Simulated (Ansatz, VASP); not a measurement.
# One calculation of Tl, two programs

The input INCAR:

```
  PREC = Accurate
  ENCUT = 520
  EDIFF = 1E-7
  ISMEAR = 0
  SIGMA = 0.15
  LREAL = F
  LASPH = T
  NELM = 100
  ALGO = Fast
  ISIF = 2
  LWAVE = F
  LCHARG = F
  GGA = PS
  NBANDS = 12
```

Contents of KPOINTS:

```
regular mesh
0
Gamma
  18 18 18
```

The input POSCAR:

```
Tl
1.0
   -1.9410000000      1.9410000000      1.8439500000
    1.9410000000     -1.9410000000      1.8439500000
    1.9410000000      1.9410000000     -1.8439500000
Tl
1
Direct
    0.0000000000      0.0000000000      0.0000000000
```

Input for Ansatz:

```yaml
crystal:
  lattice:
    - [-1.941, 1.941, 1.84395]
    - [1.941, -1.941, 1.84395]
    - [1.941, 1.941, -1.84395]
  atoms:
    - { symbol: Tl, position: [0.0, 0.0, 0.0] }
basis:
  ecutwfc: 420
kpoints:
  mp_grid: { grid: [18, 18, 18] }
hamiltonian:
  xc: pbesol
scf:
  occupations: { method: gaussian, width: 0.15 }
output:
  forces: true
  stress: true
  eigenvalues: true
```

Change from the starting cell: strain +0.000 along x and y, -0.050 along z, atoms carried along.

Alike in both runs: task single point; functional PBEsol; k mesh 18 × 18 × 18; occupations gaussian, width 0.15 eV; no spin polarisation.

```csv
,VASP,Ansatz
version,VASP 6.6.1,Ansatz 0.2.0
potentials or method,"VASP PAW PBE potentials, release 64 (Tl_d), cutoff 520 eV","scalar-relativistic, plane waves, PAW"
valence electrons in the cell,13,13
```

|  | VASP | Ansatz | Ansatz less VASP |
| --- | --- | --- | --- |
| gap on the k mesh at the Fermi level (eV) | none | none | - |
| pressure (GPa) | 1.0 | 1.1 | +0.06 |
| traceless stress, the component that is largest in VASP (GPa) | 0.33 | 0.34 | +0.001 |

VASP's potentials were made for PBE, not for PBEsol. A gap of «none» marks a metal or a gap that the smearing closes.

Neither program's run includes spin-orbit coupling.
